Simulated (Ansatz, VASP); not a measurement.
**SrTiO3 in VASP and in Ansatz**

The input POSCAR:

```
SrTiO3
1.0
    3.9834704818      0.0000000000      0.0000000000
    0.0000000000      3.9834704818      0.0000000000
    0.0000000000      0.0000000000      3.9834704818
Sr Ti O
1 1 3
Direct
    0.5000000000      0.5000000000      0.5000000000
    0.0000000000      0.0000000000      0.0000000000
    0.5000000000      0.0000000000      0.0000000000
    0.0000000000      0.5000000000      0.0000000000
    0.0000000000      0.0000000000      0.5000000000
```

The input INCAR.step1:

```
SYSTEM = SrTiO3
  ALGO = Normal
  EDIFF = 1E-4
  ENCUT = 520
  GGA = PE
  ISMEAR = 0
  LASPH = .True.
  LCHARG = .False.
  LREAL = .False.
  LWAVE = .True.
  NBANDS = 28
  NELM = 80
  PREC = Accurate
  SIGMA = 0.02
```

Contents of INCAR.step2:

```
SYSTEM = SrTiO3
  ALGO = Normal
  EDIFF = 1E-6
  ENCUT = 520
  ISIF = 2
  ISMEAR = 0
  ISTART = 1
  LASPH = .True.
  LCHARG = .True.
  LELF = .True.
  LMIXTAU = .True.
  LREAL = .False.
  LVHAR = .True.
  LWAVE = .False.
  METAGGA = R2SCAN
  NBANDS = 28
  NELM = 80
  PREC = Accurate
  SIGMA = 0.02
```

File KPOINTS:

```
k-points
0
Gamma
  8 8 8
  0 0 0
```

Input for Ansatz:

```yaml
crystal:
  lattice:
    - [3.9834704818, 0.0, 0.0]
    - [0.0, 3.9834704818, 0.0]
    - [0.0, 0.0, 3.9834704818]
  atoms:
    - { symbol: Sr, position: [0.5, 0.5, 0.5] }
    - { symbol: Ti, position: [0.0, 0.0, 0.0] }
    - { symbol: O, position: [0.5, 0.0, 0.0] }
    - { symbol: O, position: [0.0, 0.5, 0.0] }
    - { symbol: O, position: [0.0, 0.0, 0.5] }
basis:
  ecutwfc: 500
kpoints:
  mp_grid: { grid: [8, 8, 8] }
hamiltonian:
  xc: r2scan
scf:
  occupations: { method: gaussian, width: 0.02 }
output:
  forces: true
  stress: true
  eigenvalues: true
```

Alike in both runs: task single point; functional r2SCAN; k mesh 8 × 8 × 8; occupations gaussian, width 0.02 eV; no spin polarisation.

|  | VASP | Ansatz |
| --- | --- | --- |
| version | VASP 6.6.1 | Ansatz 0.2.0 |
| potentials or method | VASP PAW PBE potentials, release 64 (Sr_sv, Ti_sv, O), cutoff 520 eV | scalar-relativistic, plane waves, PAW |
| valence electrons in the cell | 40 | 40 |

|  | VASP | Ansatz | Ansatz less VASP |
| --- | --- | --- | --- |
| gap on the k mesh at the Fermi level (eV) | 2.14 | 2.13 | -0.014 |
| least direct gap on the mesh (eV) | 2.55 | 2.52 | -0.028 |
| pressure (GPa) | -8.9 | -9.7 | -0.76 |

VASP's potentials were made for PBE, not for r2SCAN. With one functional, cell and mesh, what is left measures potentials, basis and numerics.
